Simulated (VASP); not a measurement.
The system is SiO2.

```xyz
12
Lattice="4.9820 0.0000 0.0000 0.0000 4.9820 0.0000 0.0000 0.0000 6.9630" Properties=species:S:1:pos:R:3 pbc="T T T"
Si    3.9805    1.0015    5.2222
Si    3.4925    3.4925    3.4815
Si    1.0015    3.9805    1.7408
Si    1.4895    1.4895    0.0000
O     0.5155    1.1951    5.7227
O     1.2959    3.0065    0.5004
O     4.4665    3.7869    2.2412
O     3.6861    1.9755    3.9819
O     3.0065    1.2959    6.4626
O     3.7869    4.4665    4.7218
O     1.9755    3.6861    2.9811
O     1.1951    0.5155    1.2403
```

| Item | Value |
| --- | --- |
| Program | VASP 6.6.1 |
| Task | relaxation of cell and atoms |
| Functional | BLYP |
| Potentials or basis | VASP PAW PBE potentials, release 64 (Si, O) |
| Cutoff | 600 eV |
| k mesh | 6 × 6 × 4 |
| Occupations | fermi-dirac, width 0.05 eV |
| Spin | no spin polarisation |

At the start: pressure 8.1 GPa; volume 14.40 Å³/atom.

Problem. Where does the relaxation end?

Solution. Over 31 steps the energy falls by 20.8 meV/atom and the volume is 15.98 Å³/atom (+11.0 %); space group P4_12_12 (No. 92, to 0.1 Å) before and after.

Step by step:
| step | energy change (eV) | largest force (eV/Å) | pressure (GPa) | volume (Å³) |
| --- | --- | --- | --- | --- |
| 1 | 0.0000 | 0.4447 | 8.07 | 172.82 |
| 2 | 0.1710 | 0.8022 | -8.63 | 191.62 |
| 3 | -0.1988 | 0.1784 | 0.12 | 180.43 |
| 4 | -0.1988 | 0.1697 | 0.27 | 180.28 |
| 5 | -0.1926 | 0.3687 | -0.21 | 181.12 |
| 6 | -0.2018 | 0.0918 | 0.08 | 180.59 |
| 7 | -0.2046 | 0.0784 | 0.06 | 180.89 |
| 8 | -0.2076 | 0.0567 | 0.03 | 181.44 |
| 9 | -0.2059 | 0.1941 | -0.06 | 182.55 |
| 10 | -0.2082 | 0.0980 | 0.00 | 181.81 |
| 11 | -0.2113 | 0.0935 | 0.09 | 182.13 |
| 12 | -0.2194 | 0.0799 | 0.33 | 183.09 |
| 13 | -0.2297 | 0.0688 | 0.73 | 185.03 |
| 14 | -0.2320 | 0.1553 | 1.27 | 188.95 |
| 15 | -0.2336 | 0.1245 | 1.13 | 187.50 |
| 16 | -0.2349 | 0.1190 | 1.01 | 187.80 |
| 17 | -0.2380 | 0.1065 | 0.67 | 188.69 |
| 18 | -0.2408 | 0.1061 | -0.01 | 190.50 |
| 19 | -0.2417 | 0.1008 | -0.04 | 190.61 |
| 20 | -0.2437 | 0.1041 | -0.13 | 190.93 |
| 21 | -0.2447 | 0.1713 | -0.31 | 191.59 |
| 22 | -0.2453 | 0.1602 | -0.30 | 191.66 |
| 23 | -0.2467 | 0.1273 | -0.30 | 191.84 |
| 24 | -0.2482 | 0.0908 | -0.28 | 192.20 |
| 25 | -0.2483 | 0.0834 | -0.28 | 192.30 |
| 26 | -0.2487 | 0.0545 | -0.20 | 192.17 |
| 27 | -0.2490 | 0.0179 | -0.05 | 191.92 |
| 28 | -0.2490 | 0.0111 | -0.03 | 191.88 |
| 29 | -0.2490 | 0.0159 | 0.03 | 191.82 |
| 30 | -0.2490 | 0.0123 | 0.03 | 191.82 |
| 31 | -0.2491 | 0.0045 | 0.03 | 191.82 |

Final structure:
```yaml
crystal:
  lattice:
    - [5.15319, 0.00000, 0.00000]
    - [0.00000, 5.15319, 0.00000]
    - [0.00000, 0.00000, 7.22325]
  atoms:
    - { symbol: Si, position: [0.78746, 0.21254, 0.75000] }
    - { symbol: Si, position: [0.71254, 0.71254, 0.50000] }
    - { symbol: Si, position: [0.21254, 0.78746, 0.25000] }
    - { symbol: Si, position: [0.28746, 0.28746, 0.00000] }
    - { symbol: O, position: [0.07947, 0.24355, 0.83320] }
    - { symbol: O, position: [0.25645, 0.57947, 0.08320] }
    - { symbol: O, position: [0.92053, 0.75645, 0.33320] }
    - { symbol: O, position: [0.74355, 0.42053, 0.58320] }
    - { symbol: O, position: [0.57947, 0.25645, 0.91680] }
    - { symbol: O, position: [0.75645, 0.92053, 0.66680] }
    - { symbol: O, position: [0.42053, 0.74355, 0.41680] }
    - { symbol: O, position: [0.24355, 0.07947, 0.16680] }
```

Caveat: the PAW data sets were made with another functional, which shifts forces and pressure a little.
